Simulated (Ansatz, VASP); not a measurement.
**Two plane-wave programs on PtS2**

INCAR

```
SYSTEM = PtS2
  PREC = Accurate
  ENCUT = 520
  EDIFF = 1E-7
  ISMEAR = 0
  SIGMA = 0.05
  LREAL = .FALSE.
  LASPH = .TRUE.
  NELM = 100
  ALGO = Normal
  ISIF = 2
  LWAVE = .FALSE.
  LCHARG = .FALSE.
  LDIPOL = .TRUE.
  IDIPOL = 3
  DIPOL = 0.5 0.5 0.383
  GGA = PE
  IVDW = 12
  NBANDS = 31
```

KPOINTS

```
regular mesh
0
G
  9 9 1
  0 0 0
```

Contents of POSCAR:

```
PtS2
1.0
    3.5415266177      0.0000000000      0.0000000000
   -1.7707633089      3.0670520191      0.0000000000
    0.0000000000      0.0000000000     22.4670701842
S Pt
4 2
Direct
    0.6666666667      0.3333333333      0.2002931385
    0.3333333333      0.6666666667      0.3108342581
    0.8333333333      1.0000000000      0.4550453178
    0.5000000000      1.3333333333      0.5655864374
    0.0000000000      0.0000000000      0.2555636983
    0.1666666667      0.6666666667      0.5103158776
```

Input for Ansatz:

```yaml
crystal:
  lattice:
    - [3.5415266177, 0.0, 0.0]
    - [-1.7707633089, 3.0670520191, 0.0]
    - [0.0, 0.0, 22.4670701842]
  atoms:
    - { symbol: S, position: [0.6666666667, 0.3333333333, 0.2002931385] }
    - { symbol: Pt, position: [0.0, 0.0, 0.2555636983] }
    - { symbol: S, position: [0.3333333333, 0.6666666667, 0.3108342581] }
    - { symbol: S, position: [0.8333333333, 1.0, 0.4550453178] }
    - { symbol: Pt, position: [0.1666666667, 0.6666666667, 0.5103158776] }
    - { symbol: S, position: [0.5, 1.3333333333, 0.5655864374] }
basis:
  ecutwfc: 420
kpoints:
  mp_grid: { grid: [9, 9, 1] }
hamiltonian:
  xc: pbe
  pseudopotentials: { kind: paw, azcp: { folder: soft_1 } }
  dispersion: d3bj
scf:
  occupations: { method: gaussian, width: 0.05 }
output:
  forces: true
  eigenvalues: true
efield:
  axis: 3
  dipole_correction: true
  ramp_width: 0.04
```

Alike in both runs: task single point; functional PBE; dispersion D3(BJ); k mesh 9 × 9 × 1; occupations gaussian, width 0.05 eV; no spin polarisation.

|  | VASP | Ansatz |
| --- | --- | --- |
| version | VASP 6.6.1 | Ansatz 0.2.0 |
| potentials or method | VASP PAW PBE potentials, release 64 (S, Pt), cutoff 520 eV | scalar-relativistic, plane waves, PAW |
| valence electrons in the cell | 44 | 60 |

VASP gave:

* gap on the k mesh at the Fermi level (eV): 1.37
* least direct gap on the mesh (eV): 1.49
* rms of the force components (eV/Å): 0.030

What did Ansatz give for the same quantities?

gap on the k mesh at the Fermi level (eV): 1.36; least direct gap on the mesh (eV): 1.49; rms of the force components (eV/Å): 0.028.

VASP's potentials hold 44 valence electrons a cell and Ansatz's 60, so a difference there can come from the potentials and not from the codes.

Neither program's run includes spin-orbit coupling.
